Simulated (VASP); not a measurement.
Set up this calculation in VASP 6.6.1, as the native input.

| Item | Value |
| --- | --- |
| Task | relaxation of cell and atoms |
| Functional | PBE |
| Potentials or basis | VASP PAW PBE potentials, release 64 (Li_sv, Cl) |
| Cutoff | 600 eV |
| k mesh | 8 × 8 × 8 |
| Occupations | gaussian, width 0.02 eV |
| Spin | no spin polarisation |
| Dipole correction | no |
| Further INCAR settings | ALGO = Normal; EDIFF = 1e-06; IBRION = 2; EDIFFG = -0.005; NSW = 100; ISIF = 3 |

The structure of LiCl lies in POSCAR:

```
LiCl
1.0
    0.0000000000      2.5647700000      2.5647700000
    2.5647700000      0.0000000000      2.5647700000
    2.5647700000      2.5647700000      0.0000000000
Li Cl
1 1
Direct
    0.0000000000      0.0000000000      0.0000000000
    0.5000000000      0.5000000000      0.5000000000
```

The input as run:

INCAR

```
SYSTEM = LiCl
ALGO = Normal ; EDIFF = 1E-6
EDIFFG = -0.005 ; ENCUT = 600
GGA = PE ; IBRION = 2
ISIF = 3 ; ISMEAR = 0
LASPH = .True. ; LCHARG = .False.
LREAL = .False. ; LWAVE = .False.
NELM = 60 ; NSW = 100
PREC = Accurate ; SIGMA = 0.02
```

KPOINTS

```
k-points
0
Gamma
  8 8 8
  0 0 0
```

Potentials or basis: VASP PAW PBE potentials, release 64 (Li_sv, Cl).

Command:

```sh
$ cat potpaw_PBE.64/Li_sv/POTCAR potpaw_PBE.64/Cl/POTCAR > POTCAR
$ mpirun -np 1 vasp_std > vasp.out
```

It gave:

The relaxed volume is 17.01 Å³/atom. The relaxed cell is a = 3.637 Å, b = 3.637 Å, c = 3.637 Å, α = 60.00°, β = 60.00°, γ = 60.00° and the space group after relaxing (to 0.05 Å) is Fm-3m (No. 225). The energy gained by relaxing is 0.1 meV/atom. The ionic steps are 3. The pressure after relaxing is 0.0 GPa and the band gap on the k mesh is 6.29 eV, direct.

Caveat: the cutoff is under 1.25 times the usual one of these potentials, so pressure, stress and relaxed cells hold a basis-set (Pulay) error.

Run time: 22 s on 1 thread of AMD EPYC 7R13 Processor (Zen 3), with other jobs on the host, peak memory 0.13 GiB.
